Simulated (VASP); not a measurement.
Set up this calculation in VASP 6.6.1, as the native input.

```yaml
Task: single point
Functional: LDA
Potentials_or_basis: VASP PAW LDA potentials, release 64 (Hg)
Cutoff: 520 eV
k_mesh: 12 × 12 × 12
Occupations: fermi-dirac, width 0.03 eV
Spin: no spin polarisation
Dipole_correction: no
Further_INCAR_settings: ALGO = Normal; EDIFF = 1e-06; NBANDS = 12
```

The structure of Hg lies in POSCAR:

```
Hg
1.0
    1.7138363742      0.9789962263      2.2203559166
   -1.7461645364      0.9962962309      2.2376559211
   -0.0011818377     -2.0088024571      2.2439881623
Hg
1
Direct
    0.0000000000      0.0000000000      0.0000000000
```

This cell differs from its parent crystal: equal xy, yz and zx shear strains of -1 %.

These files were run (other wordings do the same):

INCAR

```
SYSTEM = Hg
ALGO     = Normal         ! electronic algorithm
EDIFF    = 1E-6           ! SCF threshold, eV
ENCUT    = 520            ! plane-wave cutoff, eV
ISIF     = 2              ! what is computed and relaxed
ISMEAR   = -1             ! smearing method
LASPH    = .TRUE.         ! aspherical terms in the spheres
LCHARG   = .FALSE.        ! write CHGCAR
LREAL    = .FALSE.        ! projectors in reciprocal space
LWAVE    = .FALSE.        ! write WAVECAR
NBANDS   = 12             ! bands
NELM     = 100            ! most SCF steps
PREC     = Accurate       ! precision mode
SIGMA    = 0.03           ! smearing width, eV
```

KPOINTS

```
k-points
0
G
  12 12 12
  0 0 0
```

Potentials or basis: VASP PAW LDA potentials, release 64 (Hg).

The run is started by

```bash
$ cat potpaw_LDA.64/Hg/POTCAR > POTCAR
$ mpirun -np 1 vasp_std > vasp.out
```

Results of the run:

```json
{"Pressure": "-1.1 GPa", "Band gap on the k mesh": "zero (bands 6 and 7 overlap by 3.36 eV)"}
```

Caveat: the cell differs from its parent crystal (equal xy, yz and zx shear strains of -1 %); spin-orbit coupling is left out, which moves the levels of the heavy elements.

Wall time 46 s on 1 thread of Intel(R) Xeon(R) 6975P-C (Granite Rapids), on a shared host, peak memory 0.32 GiB.
